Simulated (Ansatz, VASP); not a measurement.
# Ni in VASP and in Ansatz

INCAR

```
SYSTEM = Ni
PREC     = Accurate       ! precision mode
ENCUT    = 590            ! plane-wave cutoff, eV
EDIFF    = 1E-6           ! SCF threshold, eV
ISMEAR   = -1             ! smearing method
SIGMA    = 0.05           ! smearing width, eV
LREAL    = .FALSE.        ! projectors in reciprocal space
LASPH    = .TRUE.         ! aspherical terms in the spheres
NELM     = 200            ! most SCF steps
ALGO     = Normal         ! electronic algorithm
ISIF     = 2              ! what is computed and relaxed
LWAVE    = .FALSE.        ! write WAVECAR
LCHARG   = .FALSE.        ! write CHGCAR
ISPIN    = 2              ! spin polarisation
MAGMOM   = 0.5 0.5        ! initial moments
LORBIT   = 11             ! projections on sites
NUPDOWN  = 1.0            ! fixed moment
LMAXMIX  = 4              ! l up to which the mixer works
GGA      = PE             ! functional
NBANDS   = 29             ! bands
GGA_COMPAT= .FALSE.
```

File KPOINTS:

```
Automatic mesh
0
G
  10 10 6
  0 0 0
```

The input POSCAR:

```
Ni
1.0
    2.4480228978      0.0000000000      0.0000000000
   -1.2240114489      2.1200500186      0.0000000000
    0.0000000000      0.0000000000      4.0728075700
Ni
2
Direct
    0.6666666667      0.3333333333      0.7500000000
    0.3333333333      0.6666666667      0.2500000000
```

The input input.yaml:

```yaml
crystal:
  lattice:
    - [2.4480228978, 0.0, 0.0]
    - [-1.2240114489, 2.1200500186, 0.0]
    - [0.0, 0.0, 4.07280757]
  atoms:
    - { symbol: Ni, position: [0.6666666667, 0.3333333333, 0.75], spin: 0.5 }
    - { symbol: Ni, position: [0.3333333333, 0.6666666667, 0.25], spin: 0.5 }
hamiltonian:
  xc: pbe
  pseudopotentials: { kind: paw }
magnetization:
  spin_polarized: true
  initial_magnetization: 1.0
  spin_locking: { lock_magnetization: hard }
kpoints:
  mp_grid: { grid: [10, 10, 6] }
scf:
  occupations: { method: fermi_dirac, width: 0.05 }
  lower_state_search: "off"
output:
  forces: true
  stress: true
  eigenvalues: true
  write_density: true
  write_potential: true
  elf: true
  volumetric_format: npy
```

Alike in both runs: task single point; functional PBE; k mesh 10 × 10 × 6; occupations fermi-dirac, width 0.05 eV; collinear spin; fixed moment 1 μB.

|  | VASP | Ansatz |
| --- | --- | --- |
| version | VASP 6.6.1 | Ansatz 0.2.0 |
| potentials or method | VASP PAW PBE potentials, release 64 (Ni_sv_GW) | Ansatz PAW |
| plane-wave cutoff (eV) | 590 | 420 |
| valence electrons in the cell | 36 | 36 |

|  | VASP | Ansatz | Ansatz less VASP |
| --- | --- | --- | --- |
| pressure (GPa) | 2.3 | 6.6 | +4.29 |
| traceless stress, the component that is largest in VASP (GPa) | -1.87 | -1.87 | -0.006 |
| net moment per atom (μB) | 0.50 | 0.50 | 0.000 |
| size of the moment on the site where the two differ most (μB) | 0.54 | 0.53 | -0.001 |

Site moments also hang on the region over which each program counts them. One of these differences is far larger than is usual between the two programs; its cause wasn't traced.
